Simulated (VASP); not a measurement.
# WC (Cm) in VASP: single point with r2SCAN

Aim: the single point of WC with r2SCAN.

Program: VASP 6.6.1. These are calculated values, not measurements. Logs are shortened: lines on timing, memory, paths and dates and some standing lists are left out, and cuts for length are marked.

## (1) The cell of the first run

It takes space group Cm (No. 8, monoclinic). Conventional cell: a = 5.024 Å, b = 2.901 Å, c = 2.829 Å, α = 90.00°, β = 90.00°, γ = 90.00°. W (site symmetry m) has 6 C at 2.12 to 2.29 Å and 8 W at 2.83 to 2.90 Å within 3.0 Å. C (site symmetry m) has 6 W at 2.12 to 2.29 Å and 8 C at 2.83 to 2.90 Å within 3.0 Å.

## (2) Single point, r2SCAN

POSCAR reads:

```
WC
1.0
    2.9005014360      0.0000000000      0.0000000000
   -1.4502507180      2.5119079273      0.0000000000
    0.0000000000      0.0000000000      2.8290000000
W C
1 1
Direct
    0.0000000000      0.0000000000      0.0000000000
    0.6970795036      0.3485397518      0.5228096277
```

INCAR.step1 reads:

```
SYSTEM = WC
  PREC = Accurate
  ENCUT = 520
  ISMEAR = 0
  SIGMA = 0.15
  LREAL = .False.
  LASPH = .True.
  NELM = 100
  NBANDS = 16
  GGA = PE
  ALGO = Normal
  EDIFF = 1E-4
  LWAVE = .True.
  LCHARG = .False.
```

INCAR.step2 reads:

```
SYSTEM = WC
  PREC = Accurate
  ENCUT = 520
  EDIFF = 1E-6
  ISMEAR = 0
  SIGMA = 0.15
  LREAL = .False.
  LASPH = .True.
  NELM = 100
  ALGO = Normal
  ISIF = 2
  LWAVE = .False.
  LCHARG = .False.
  METAGGA = R2SCAN
  LMIXTAU = .True.
  NBANDS = 16
  ISTART = 1
```

KPOINTS reads:

```
regular mesh
0
Gamma
  18 18 16
  0 0 0
```

Potentials or basis: VASP PAW PBE potentials, release 64 (W_sv, C).

Launch:

```bash
cat potpaw_PBE.64/W_sv/POTCAR potpaw_PBE.64/C/POTCAR > POTCAR
cp INCAR.step1 INCAR
mpirun -np 1 vasp_std > vasp.out
cp INCAR.step2 INCAR
mpirun -np 1 vasp_std > vasp.out
```

OUTCAR:

```text
SYSTEM = WC
   PREC = Accurate
   ENCUT = 520
   EDIFF = 1E-6
   ISMEAR = 0
   LREAL = .False.
   LASPH = .True.
   NELM = 100
   ISIF = 2
   METAGGA = R2SCAN
   ISTART = 1

 ion  position               nearest neighbor table
   1  0.000  0.000  0.000-   2 2.12   2 2.12   2 2.21   2 2.21   2 2.21   2 2.29
   2  0.697  0.349  0.523-   1 2.12   1 2.12   1 2.21   1 2.21   1 2.21   1 2.29

  LATTYP: Found a hexagonal cell.
 ALAT       =     2.9005014360
 C/A-ratio  =     0.9753485949

  Lattice vectors:

 A1 = (   2.9005014360,   0.0000000000,   0.0000000000)
 A2 = (  -1.4502507180,   2.5119079273,   0.0000000000)
 A3 = (   0.0000000000,   0.0000000000,   2.8290000000)

Analysis of symmetry for initial positions (statically):
=====================================================================
 Subroutine PRICEL returns:
 Original cell was already a primitive cell.

 Routine SETGRP: Setting up the symmetry group for a
 hexagonal supercell.

 Subroutine GETGRP returns: Found  2 space group operations
 (whereof  2 operations were pure point group operations)
 out of a pool of 24 trial point group operations.

The static configuration has the point symmetry C_1h.

Analysis of symmetry for dynamics (positions and initial velocities):
=====================================================================
 Subroutine PRICEL returns:
 Original cell was already a primitive cell.

 Routine SETGRP: Setting up the symmetry group for a
 hexagonal supercell.

 Subroutine GETGRP returns: Found  2 space group operations
 (whereof  2 operations were pure point group operations)
 out of a pool of 24 trial point group operations.

The dynamic configuration has the point symmetry C_1h.

 Subroutine INISYM returns: Found  2 space group operations
 (whereof  2 operations are pure point group operations),
 and found     1 'primitive' translations

----------------------------------------------------------------------------------------

                                     Primitive cell

  volume of cell :      20.6115

  direct lattice vectors                    reciprocal lattice vectors
     2.900501436  0.000000000  0.000000000     0.344767973  0.199051882  0.000000000
    -1.450250718  2.511907927  0.000000000     0.000000000  0.398103764  0.000000000
     0.000000000  0.000000000  2.829000000     0.000000000  0.000000000  0.353481796

  length of vectors
     2.900501436  2.900501436  2.829000000     0.398103764  0.398103764  0.353481796

  position of ions in fractional coordinates (direct lattice)
     0.000000000  0.000000000  0.000000000
     0.697079504  0.348539752  0.522809628

  ion indices of the primitive-cell ions
   primitive index   ion index
                 1           1
                 2           2

----------------------------------------------------------------------------------------

 KPOINTS: regular mesh

Automatic generation of k-mesh.
 Grid dimensions read from file:
 generate k-points for:   18   18   16

 Generating k-lattice:

  Cartesian coordinates                     Fractional coordinates (reciprocal lattice)
     0.019153776  0.011058438  0.000000000     0.055555556  0.000000000  0.000000000
     0.000000000  0.022116876  0.000000000     0.000000000  0.055555556  0.000000000
     0.000000000  0.000000000  0.022092612     0.000000000  0.000000000  0.062500000

  Length of vectors
     0.022116876  0.022116876  0.022092612

  Shift w.r.t. Gamma in fractional coordinates (k-lattice)
     0.000000000  0.000000000  0.000000000

 Subroutine IBZKPT returns following result:
 ===========================================

 Found   1379 irreducible k-points:

 Following reciprocal coordinates:
            Coordinates               Weight
  0.000000  0.000000  0.000000      1.000000
  0.055556  0.000000  0.000000      2.000000
  0.000000  0.055556  0.000000      4.000000
  0.111111  0.000000  0.000000      2.000000
  0.000000  0.111111  0.000000      4.000000
  0.166667  0.000000  0.000000      2.000000
[... 16 lines left out ...]
 -0.055556  0.166667  0.000000      4.000000
 -0.166667  0.111111  0.000000      4.000000
 [... further k-points ...]
   k-points           NKPTS =   1379   k-points in BZ     NKDIM =   1379   number of bands    NBANDS=     16
   number of dos      NEDOS =    301   number of ions     NIONS =      2
   total plane-waves  NPLWV =  13824
   dimension x,y,z NGX =    24 NGY =   24 NGZ =   24
   dimension x,y,z NGXF=    48 NGYF=   48 NGZF=   48
   ions per type =               1   1
   NGX,Y,Z   is equivalent  to a cutoff of  13.76, 13.76, 14.10 a.u.
   NGXF,Y,Z  is equivalent  to a cutoff of  27.51, 27.51, 28.21 a.u.
 SYSTEM =  WC
   PREC   = accura    normal or accurate (medium, high low for compatibility)
   ISTART =      1    job   : 0-new  1-cont  2-samecut
   ICHARG =      0    charge: 1-file 2-atom 10-const
   ISPIN  =      1    spin polarized calculation?
   LNONCOLLINEAR =      F non collinear calculations
   LSORBIT =      F    spin-orbit coupling
   LASPH  =      T    aspherical Exc in radial PAW
   ENCUT  =  520.0 eV  38.22 Ry    6.18 a.u.   5.39  5.39  5.26*2*pi/ulx,y,z
   NELM   =    100;   NELMIN=  2; NELMDL=  0     # of ELM steps
   EDIFF  = 0.1E-05   stopping-criterion for ELM
   LREAL  =      F    real-space projection
[... 7 lines left out ...]
   TEBEG  =    0.0;   TEEND  =   0.0 temperature during run
   PSTRESS=    0.0 pullay stress
   NELECT =      18.0000    total number of electrons
   NUPDOWN=      -1.0000    fix difference up-down
   EMIN   =  10.00;   EMAX   =-10.00  energy-range for DOS
   EFERMI =   0.00;   METHOD = LEGACY
   ISMEAR =     0;   SIGMA  =   0.15  broadening in eV -4-tet -1-fermi 0-gaus
   EFERMI_NEDOS =   21; number of points for ismear=-14 and -15
   IALGO  =     38    algorithm
   IMIX   =      4    mixing-type and parameters
     AMIX     =   0.40;   BMIX     =  1.00
     AMIX_MAG =   1.60;   BMIX_MAG =  1.00
  volume/ion in A,a.u.               =      10.31        69.55
  Fermi-wavevector in a.u.,A,eV,Ry     =   1.564813  2.957068 33.315762  2.448639
  Thomas-Fermi vector in A             =   2.667381
   LORBIT       =      0    0 simple, 1 ext, 2 COOP (PROOUT), +10 PAW based schemes
   METAGGA = R2SCAN    functional components
   LHFCALC =     F    Hartree Fock is set to
   AEXX    =    0.0000 exact exchange contribution
   IVDW    =     0    specifies the selected vdW correction
   LEPSILON=     F    determine dielectric tensor
   LRPA    =     F    only Hartree local field effects (RPA)
 non-spin polarized calculation
 Gauss-broadening in eV      SIGMA  =   0.15
  energy-cutoff  :      520.00
  volume of cell :       20.61
 maximum number of plane-waves:       580
 NGX is ok and might be reduce to    24
   NGX = 11   NGY = 11   NGZ = 11

 number of electron      18.0000000 magnetization

 Free energy of the ion-electron system (eV)
  ---------------------------------------------------
  ext. energy  EPLUGINS =         0.00000000
  ---------------------------------------------------
  free energy    TOTEN  =       -61.53148842 eV

  energy without entropy =      -61.52882423  energy(sigma->0) =      -61.53015632

 E-fermi :  11.0789     XC(G=0): -15.0080

 val. band max:       11.0787360313   @ k =  -0.0556   0.0000   0.1875
 cond. band min:      11.0798438426   @ k =   0.0000   0.5000   0.4375
 fundamental gap:      0.0011078113
 Fermi energy:        11.0789186620

 k-point     1 :       0.0000    0.0000    0.0000
  band No.  band energies     occupation
      1     -64.8552      2.00000
      2     -28.1658      2.00000
      3     -28.0588      2.00000
      4     -28.0577      2.00000
      5      -4.2332      2.00000
      6       6.4388      2.00000
[... 8 lines left out ...]
     15      26.2519      0.00000
     16      28.2552      0.00000

 k-point     2 :       0.0556    0.0000    0.0000
  band No.  band energies     occupation
      1     -64.8531      2.00000
      2     -28.1624      2.00000
      3     -28.0867      2.00000
      4     -28.0640      2.00000
      5      -4.1511      2.00000
      6       6.4805      2.00000
[... 8 lines left out ...]
     15      25.9437      0.00000
     16      28.7486      0.00000

 k-point     3 :       0.0000    0.0556    0.0000
  band No.  band energies     occupation
      1     -64.8531      2.00000
      2     -28.1622      2.00000
      3     -28.0864      2.00000
      4     -28.0649      2.00000
      5      -4.1470      2.00000
      6       6.4673      2.00000
[... 8 lines left out ...]
     15      26.1231      0.00000
     16      28.4502      0.00000

 k-point     4 :       0.1111    0.0000    0.0000
  band No.  band energies     occupation
      1     -64.8473      2.00000
      2     -28.1687      2.00000
      3     -28.1503      2.00000
      4     -28.0821      2.00000
      5      -3.9116      2.00000
      6       6.4949      2.00000
[... 8 lines left out ...]
     15      25.4815      0.00000
     16      29.6826      0.00000
[... 324 lines left out ...]
 k-point    22 :       0.1111    0.0556    0.0000
  band No.  band energies     occupation
      1     -64.8418      2.00000
      2     -28.2396      2.00000
      3     -28.1419      2.00000
      4     -28.1019      2.00000
      5      -3.6774      2.00000
      6       6.2930      2.00000
[... 8 lines left out ...]
     15      25.3731      0.00000
     16      29.8719      0.00000

 k-point    23 :      -0.0556    0.1667    0.0000
  band No.  band energies     occupation
      1     -64.8417      2.00000
      2     -28.2424      2.00000
      3     -28.1412      2.00000
      4     -28.1023      2.00000
      5      -3.6462      2.00000
      6       6.2551      2.00000
[... 8 lines left out ...]
     15      25.9502      0.00000
     16      29.3709      0.00000

 k-point    24 :      -0.1667    0.1111    0.0000
  band No.  band energies     occupation
      1     -64.8418      2.00000
      2     -28.2402      2.00000
      3     -28.1417      2.00000
      4     -28.1026      2.00000
      5      -3.6645      2.00000
      6       6.2612      2.00000
[... 8 lines left out ...]
     15      25.6173      0.00000
     16      29.5407      0.00000

 [... further k-points ...]

------------------------ aborting loop because EDIFF is reached ----------------------------------------

  FORCE on cell =-STRESS in cart. coord.  units (eV):
  Direction    XX          YY          ZZ          XY          YZ          ZX
  --------------------------------------------------------------------------------------
  -------------------------------------------------------------------------------------
  Total        0.7831325      1.2151401      1.1454645     -0.3741296      0.1175870      0.2036683
  in kB       60.8745938     94.4554851     89.0394477    -29.0819050      9.1402922     15.8315794
  external PRESSURE =      81.4565089 kB  Pullay stress =       0.0000000 kB

 VOLUME and BASIS-vectors are now :
 -----------------------------------------------------------------------------
  energy-cutoff  :      520.00
  volume of cell :       20.61
      direct lattice vectors                 reciprocal lattice vectors
     2.900501436  0.000000000  0.000000000     0.344767973  0.199051882  0.000000000
    -1.450250718  2.511907927  0.000000000     0.000000000  0.398103764  0.000000000
     0.000000000  0.000000000  2.829000000     0.000000000  0.000000000  0.353481796

 POSITION                                       TOTAL-FORCE (eV/Angst)
 -----------------------------------------------------------------------------------
      0.00000      0.00000      0.00000         1.042845      0.602087      0.945112
      1.51641      0.87550      1.47903        -1.042845     -0.602087     -0.945112
 -----------------------------------------------------------------------------------
    total drift:                               -0.000023     -0.000013     -0.000068

  FREE ENERGIE OF THE ION-ELECTRON SYSTEM (eV)
  ---------------------------------------------------
  free  energy   TOTEN  =       -61.5314884156 eV

  energy  without entropy=      -61.5288242285  energy(sigma->0) =      -61.53015632
```

Run time: 6.1 min. Hardware: 1 thread of Intel Xeon 6975P-C (Granite Rapids), shared host; peak memory 0.53 GiB.

What came out:

```yaml
Free_energy: -61.5315 eV
Pressure: 8.1 GPa
Largest_force: 1.531 eV/Å
Band_gap_on_the_k_mesh: zero (bands 9 and 10 overlap by 1.08 eV)
```

Forces on the atoms (eV/Å):
```
W    1.043  0.602  0.945
C   -1.043 -0.602 -0.945
```

Stress tensor (GPa, compression positive):
```
 6.09 -2.91  1.58
-2.91  9.45  0.91
 1.58  0.91  8.90
```

Levels at points of the mesh, in eV from the Fermi level:
| k point | band 6 | band 7 | band 8 | band 9 | band 10 | band 11 | band 12 | band 13 |
| --- | --- | --- | --- | --- | --- | --- | --- | --- |
| (0.00, 0.00, 0.00) | -4.64 | -3.61 | -3.45 | 0.15 | 3.28 | 3.55 | 5.60 | 6.02 |
| (0.50, 0.00, 0.00) | -7.14 | -3.86 | -3.39 | -0.69 | 2.49 | 4.87 | 5.25 | 6.54 |
| (0.00, 0.50, 0.00) | -7.51 | -4.04 | -3.74 | -0.43 | 2.60 | 4.69 | 5.12 | 7.51 |
| (0.00, 0.00, 0.50) | -9.05 | -2.70 | -1.69 | -0.58 | -0.55 | 3.90 | 4.11 | 5.67 |
| (0.50, 0.00, 0.50) | -7.02 | -4.77 | -4.64 | 0.53 | 4.62 | 5.51 | 6.96 | 10.10 |
| (0.00, 0.50, 0.50) | -6.69 | -4.48 | -4.20 | 0.07 | 4.64 | 5.54 | 6.87 | 9.64 |

Caveat: the cell differs from its parent crystal (all C atoms moved -0.100 Å, as atom 2 towards its neighbour atom 1 (W) at 2.192 Å); the cell stands under pressure; the PAW data sets were made with another functional, which shifts forces and pressure a little; spin-orbit coupling is left out, which moves the levels of the heavy elements.
